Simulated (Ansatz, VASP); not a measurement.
## Mn in VASP and in Ansatz

```
Mn
1.0
     2.71018    0.00000    0.00000
    -1.35509    2.34709    0.00000
     0.00000    0.00000    4.10004
Mn
2
Direct
  0.33333 0.66667 0.25000
  0.66667 0.33333 0.75000
```

Alike in both runs: task single point; functional r2SCAN; k mesh 14 × 14 × 8; occupations fermi-dirac, width 0.05 eV; collinear spin.

|  | VASP | Ansatz |
| --- | --- | --- |
| version | VASP 6.6.1 | Ansatz 0.2.0 |
| potentials or method | VASP PAW PBE potentials, release 64 (Mn_pv), cutoff 520 eV | plane waves (500 eV) with PAW, scalar-relativistic |
| valence electrons in the cell | 26 | 30 |

```tsv
	VASP	Ansatz	Ansatz less VASP
pressure (GPa)	11.2	10.8	-0.48
traceless stress, the component that is largest in VASP (GPa)	-1.22	-1.34	-0.123
net moment per atom (μB)	0.00	0.00	0.000
size of the moment on the site where the two differ most (μB)	3.40	3.34	-0.052
```

VASP's potentials were made for PBE, not for r2SCAN. Site moments also hang on the region over which each program counts them. The functional is the same, so the differences come from potentials, cutoffs and numerics. VASP's potentials hold 26 valence electrons a cell and Ansatz's 30, so a difference there can come from the potentials and not from the codes. Ansatz's warnings: stability check not made.
